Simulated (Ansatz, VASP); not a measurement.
**BaS in VASP and in Ansatz**

```
Ba S
1.0
     0.00000    3.21180    3.29402
     3.21180    0.00000    3.29402
     3.21180    3.21180    0.00000
Ba S
1 1
Direct
  0.00000 0.00000 0.00000
  0.50000 0.50000 0.50000
```

Change from the starting cell: uniaxial_z strain +2.6%.

Alike in both runs: task single point; functional r2SCAN; k mesh 8 × 8 × 8; no spin polarisation.

```csv
,VASP,Ansatz
version,VASP 6.6.1,Ansatz 0.2.0
potentials or method,"VASP PAW PBE potentials, release 64 (Ba_sv, S)","plane waves, PAW"
plane-wave cutoff (eV),520,500
occupations,"gaussian, width 0.01 eV",fixed
valence electrons in the cell,16,16
```

VASP gave:

```
gap on the k mesh at the Fermi level (eV)                     : 2.50
pressure (GPa)                                                : -0.5
traceless stress, the component that is largest in VASP (GPa) : -1.25
```

Q: Estimate Ansatz's values.

A: gap on the k mesh at the Fermi level (eV): 2.58; pressure (GPa): -1.0; traceless stress, the component that is largest in VASP (GPa): -1.14.

VASP's potentials were made for PBE, not for r2SCAN.

Neither program's run includes spin-orbit coupling.
